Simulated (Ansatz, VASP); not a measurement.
# HfB in VASP and in Ansatz

```
Hf B
1.0
     0.00000    2.24070    2.37930
     2.24070    0.00000    2.37930
     2.24070    2.24070    0.00000
Hf B
1 1
Cartesian
  2.2407 2.2407 2.3793
  0.0000 0.0000 0.0000
```

Change from the starting cell: strain -0.030 along x and y, +0.030 along z, atoms carried along.

Alike in both runs: task single point; functional PBE; k mesh 18 × 18 × 18; occupations gaussian, width 0.15 eV; no spin polarisation.

|  | VASP | Ansatz |
| --- | --- | --- |
| version | VASP 6.6.1 | Ansatz 0.2.0 |
| potentials or method | VASP PAW PBE potentials, release 64 (Hf_pv, B), cutoff 520 eV | scalar-relativistic, plane waves, PAW |
| valence electrons in the cell | 13 | 29 |

```tsv
	VASP	Ansatz	Ansatz less VASP
gap on the k mesh at the Fermi level (eV)	none	none	-
pressure (GPa)	41.4	40.2	-1.21
traceless stress, the component that is largest in VASP (GPa)	-22.34	-21.97	+0.368
```

A gap of «none» marks a metal or a gap that the smearing closes. Both programs put the cell under a high pressure, so it lies far from rest at this level. With one functional, cell and mesh, what is left measures potentials, basis and numerics. VASP's potentials hold 13 valence electrons a cell and Ansatz's 29, so a difference there can come from the potentials and not from the codes.

Spin-orbit coupling is off throughout.
